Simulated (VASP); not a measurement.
Here is a VASP 6.6.1 calculation.

File INCAR:

```
ALGO = Normal
EDIFF = 1E-6
ENCUT = 520
GGA = PE
ISIF = 2
ISMEAR = 0
LASPH = T
LCHARG = F
LREAL = F
LWAVE = F
NBANDS = 28
NELM = 100
PREC = Accurate
SIGMA = 0.2
```

Contents of KPOINTS:

```
k-points
0
Gamma
  8 4 8
```

The input POSCAR:

```
Al3C2
1.0
    1.5664082227     -2.7126426059      0.0007199494
   -4.7108325402     -2.7193826362      0.0100712865
    0.0124509558      1.8174984483     -6.7411151580
Al C
6 4
Direct
    0.5000197020      0.5000073836      0.0000013844
    0.0000098661     -0.0000008992      0.0000016239
    0.6583326812      0.8869612180      0.3156894492
    0.1583051817      0.3869663043      0.3156808652
    0.8416848763      0.6130282832      0.6843111072
    0.3416638375      0.1130375044      0.6843124414
    0.4066337092      0.8021688540      0.8138759057
    0.9066198286      0.3021712568      0.8138787764
    0.0933760842      0.6978325612      0.1861233383
    0.5933542331      0.1978275340      0.1861251083
```

Potentials or basis: VASP PAW PBE potentials, release 64 (Al, C).

Run with:

```console
$ cat potpaw_PBE.64/Al/POTCAR potpaw_PBE.64/C/POTCAR > POTCAR
$ mpirun -np 1 vasp_std > vasp.out
```

Problem. Predict the largest force.

Solution. 0.003 eV/Å.

Problem. What does it give for the band gap on the k mesh?

Solution. Zero (bands 17 and 18 overlap by 1.94 eV).

Problem. Estimate the pressure.

Solution. -0.1 GPa.

Forces on the atoms (eV/Å):
```
Al   0.000  0.000  0.000
Al   0.000  0.000  0.000
Al   0.000  0.001  0.003
Al   0.001  0.001  0.003
Al  -0.001 -0.001 -0.003
Al   0.000 -0.001 -0.003
C    0.000 -0.001  0.001
C    0.000 -0.001  0.001
C    0.000  0.001 -0.001
C    0.000  0.001 -0.001
```
